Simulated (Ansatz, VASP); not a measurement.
**SiC: VASP beside Ansatz**

```
Si C
1.0
     0.00000    2.17900    2.15721
     2.17900    0.00000    2.15721
     2.17900    2.17900    0.00000
Si C
1 1
Direct
  0.00000 0.00000 0.00000
  0.75000 0.75000 0.75000
```

Alike in both runs: task single point; functional PBEsol; k mesh 9 × 9 × 9; occupations fermi-dirac, width 0.05 eV; no spin polarisation.

```csv
,VASP,Ansatz
version,VASP 6.6.1,Ansatz 0.2.0
potentials or method,"VASP PAW PBE potentials, release 64 (Si, C)",Ansatz PAW
plane-wave cutoff (eV),600,420
valence electrons in the cell,8,8
```

Ansatz gave:

| Property | Result |
| --- | --- |
| gap on the k mesh at the Fermi level (eV) | 1.28 |
| least direct gap on the mesh (eV) | 4.53 |
| pressure (GPa) | 2.1 |
| traceless stress, the component that is largest in VASP (GPa) | 1.65 |

Problem. What did VASP give for the same quantities?

Solution. gap on the k mesh at the Fermi level (eV): 1.27; least direct gap on the mesh (eV): 4.52; pressure (GPa): 2.3; traceless stress, the component that is largest in VASP (GPa): 1.65.

VASP's potentials were made for PBE, not for PBEsol. With one functional, cell and mesh, what is left measures potentials, basis and numerics.

Noted on Ansatz's run: odd divisions of the mesh miss points on the zone boundary, where band edges often lie, so the gap on the mesh can be too wide.
